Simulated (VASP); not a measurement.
A run of VASP 6.6.1 is set up as follows.

INCAR

```
SYSTEM = Ge
  PREC = Accurate
  ENCUT = 520
  EDIFF = 1E-7
  ISMEAR = 0
  SIGMA = 0.1
  LREAL = .FALSE.
  LASPH = .TRUE.
  NELM = 80
  ALGO = Fast
  ISIF = 2
  LWAVE = .FALSE.
  LCHARG = .FALSE.
  GGA = CA
  NBANDS = 21
```

File KPOINTS:

```
regular mesh
0
G
  16 16 16
  0 0 0
```

POSCAR

```
Ge
1.0
   -2.6146775035      2.6146775035      1.4192262546
    2.6146775035     -2.6146775035      1.4192262546
    2.6146775035      2.6146775035     -1.4192262546
Ge
2
Direct
    0.2500000000      0.7500000000      0.5000000000
    0.5000000000      0.5000000000      0.0000000000
```

Potentials or basis: VASP PAW LDA potentials, release 64 (Ge_d).

Run with:

```sh
$ cat potpaw_LDA.64/Ge_d/POTCAR > POTCAR
$ mpirun -np 1 vasp_std > vasp.out
```

What does it give for the pressure?

-5.4 GPa.

Estimate the band gap on the k mesh.

zero (band 14 reaches 7.84 eV, above the bottom of band 15 at 2.92 eV).

Stress tensor (GPa, compression positive):
```
-5.63  0.00  0.00
 0.00 -5.63  0.00
 0.00  0.00 -5.00
```

Caveat: the cell differs from its parent crystal (functional LDA, strained).
